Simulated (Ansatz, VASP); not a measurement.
## One calculation of Ca, two programs

Contents of INCAR:

```
SYSTEM = Ca
PREC     = Accurate       ! precision mode
ENCUT    = 520            ! plane-wave cutoff, eV
EDIFF    = 1E-7           ! SCF threshold, eV
ISMEAR   = 0              ! smearing method
SIGMA    = 0.15           ! smearing width, eV
LREAL    = .FALSE.        ! projectors in reciprocal space
LASPH    = .TRUE.         ! aspherical terms in the spheres
NELM     = 60             ! most SCF steps
ALGO     = Normal         ! electronic algorithm
ISIF     = 2              ! what is computed and relaxed
LWAVE    = .FALSE.        ! write WAVECAR
LCHARG   = .TRUE.         ! write CHGCAR
GGA      = PS             ! functional
LELF     = .TRUE.         ! ELF
LVHAR    = .TRUE.       
NBANDS   = 11             ! bands
```

The input KPOINTS:

```
Automatic mesh
0
G
  16 16 16
  0 0 0
```

The input POSCAR:

```
Ca
1.0
   -2.1504000000      2.1504000000      2.1504000000
    2.1504000000     -2.1504000000      2.1504000000
    2.1504000000      2.1504000000     -2.1504000000
Ca
1
Direct
    0.0000000000      0.0000000000      0.0000000000
```

Input for Ansatz:

```yaml
crystal:
  lattice:
    - [-2.1504, 2.1504, 2.1504]
    - [2.1504, -2.1504, 2.1504]
    - [2.1504, 2.1504, -2.1504]
  atoms:
    - { symbol: Ca, position: [0.0, 0.0, 0.0] }
basis:
  ecutwfc: 420
kpoints:
  mp_grid: { grid: [16, 16, 16] }
hamiltonian:
  xc: pbesol
scf:
  occupations: { method: gaussian, width: 0.15 }
output:
  forces: true
  stress: true
  eigenvalues: true
```

Change from the starting cell: strain -0.040 along x and y, -0.040 along z, atoms carried along.

Alike in both runs: task single point; functional PBEsol; k mesh 16 × 16 × 16; occupations gaussian, width 0.15 eV; no spin polarisation.

```csv
,VASP,Ansatz
version,VASP 6.6.1,Ansatz 0.2.0
potentials or method,"VASP PAW PBE potentials, release 64 (Ca_sv), cutoff 520 eV","scalar-relativistic, plane waves, PAW"
valence electrons in the cell,10,10
```

|  | VASP | Ansatz | Ansatz less VASP |
| --- | --- | --- | --- |
| gap on the k mesh at the Fermi level (eV) | none | none | - |
| pressure (GPa) | 0.3 | 0.3 | -0.01 |

VASP's potentials were made for PBE, not for PBEsol. A gap of «none» marks a metal or a gap that the smearing closes.
